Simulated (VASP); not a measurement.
Si2W:

```
CELL_PARAMETERS angstrom
-1.60600 1.60600 3.94000
1.60600 -1.60600 3.94000
1.60600 1.60600 -3.94000
ATOMIC_POSITIONS crystal
Si 0.33300 0.33300 0.00000
Si 0.66700 0.66700 0.00000
W 0.00000 0.00000 0.00000
```

| Property | Result |
| --- | --- |
| Program | VASP 6.6.1 |
| Task | relaxation of cell and atoms |
| Functional | PBE |
| Potentials or basis | VASP PAW PBE potentials, release 64 (Si, W_sv) |
| Cutoff | 600 eV |
| k mesh | 18 × 18 × 18 |
| Occupations | gaussian, width 0.1 eV |
| Spin | no spin polarisation |

At the start: pressure 1.8 GPa; volume 13.55 Å³/atom.

Problem. How do energy, volume and symmetry change on relaxing?

Solution. Over 7 steps the energy falls by 2.2 meV/atom and the volume is 13.68 Å³/atom (+1.0 %); space group I4/mmm (No. 139, to 0.1 Å) before and after.

The path:
```csv
step,energy change (eV),largest force (eV/Å),pressure (GPa),volume (Å³)
1,0.0000,0.2187,1.79,40.65
2,-0.0018,0.0629,-2.60,41.54
3,-0.0053,0.1337,-0.69,41.14
4,-0.0060,0.0275,0.47,40.96
5,-0.0063,0.0292,0.07,41.02
6,-0.0065,0.0064,0.00,41.04
7,-0.0065,0.0004,0.01,41.04
```

Final structure:
```cif
data_structure
_symmetry_space_group_name_H-M 'P 1'
_symmetry_Int_Tables_number 1
_cell_length_a 4.5486
_cell_length_b 4.5486
_cell_length_c 4.5486
_cell_angle_alpha 138.409
_cell_angle_beta 138.409
_cell_angle_gamma 60.278
_cell_volume 41.04
loop_
_atom_site_label
_atom_site_type_symbol
_atom_site_fract_x
_atom_site_fract_y
_atom_site_fract_z
_atom_site_occupancy
Si1 Si 0.33456 0.33456 0.00000 1
Si2 Si 0.66544 0.66544 0.00000 1
W1 W 0.00000 0.00000 0.00000 1
```
